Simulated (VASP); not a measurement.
Input of a VASP 6.6.1 run:

Contents of POSCAR:

```
Pt
1.0
    1.8427141543      1.0638915130      3.0019140050
   -1.8427141543      1.0638915130      3.0019140050
    0.0000000000     -2.1277830261      3.0019140050
Pt
2
Direct
    0.2500386160      0.2500386160      0.2500386160
    0.7499613840      0.7499613840      0.7499613840
```

Contents of INCAR.step1:

```
SYSTEM = Pt
PREC = Accurate
ENCUT = 520
ISMEAR = 0
SIGMA = 0.1
LREAL = .FALSE.
LASPH = .TRUE.
NELM = 60
NBANDS = 17
GGA = PE
ALGO = Normal
EDIFF = 1E-4
LWAVE = .TRUE.
LCHARG = .FALSE.
```

File INCAR.step2:

```
SYSTEM = Pt
PREC = Accurate
ENCUT = 520
EDIFF = 1E-7
ISMEAR = 0
SIGMA = 0.1
LREAL = .FALSE.
LASPH = .TRUE.
NELM = 60
ALGO = Normal
ISIF = 2
LWAVE = .FALSE.
LCHARG = .FALSE.
METAGGA = R2SCAN
LMIXTAU = .TRUE.
NBANDS = 17
ISTART = 1
```

The input KPOINTS:

```
Automatic mesh
0
G
  6 6 6
  0 0 0
```

Potentials or basis: VASP PAW PBE potentials, release 64 (Pt).

The run is started by

```bash
$ cat potpaw_PBE.64/Pt/POTCAR > POTCAR
$ cp INCAR.step1 INCAR
$ mpirun -np 1 vasp_std > vasp.out
$ cp INCAR.step2 INCAR
$ mpirun -np 1 vasp_std > vasp.out
```

(1) Predict the band gap on the k mesh.

(2) What does it give for the largest force?

(3) Predict the pressure.

Results:

(1) zero (band 10 reaches 10.57 eV, above the bottom of band 11 at 7.36 eV).

(2) 0.009 eV/Å.

(3) 0.2 GPa.

Caveat: the PAW data sets were made with another functional, which shifts forces and pressure a little; spin-orbit coupling is left out, which moves the levels of the heavy elements.
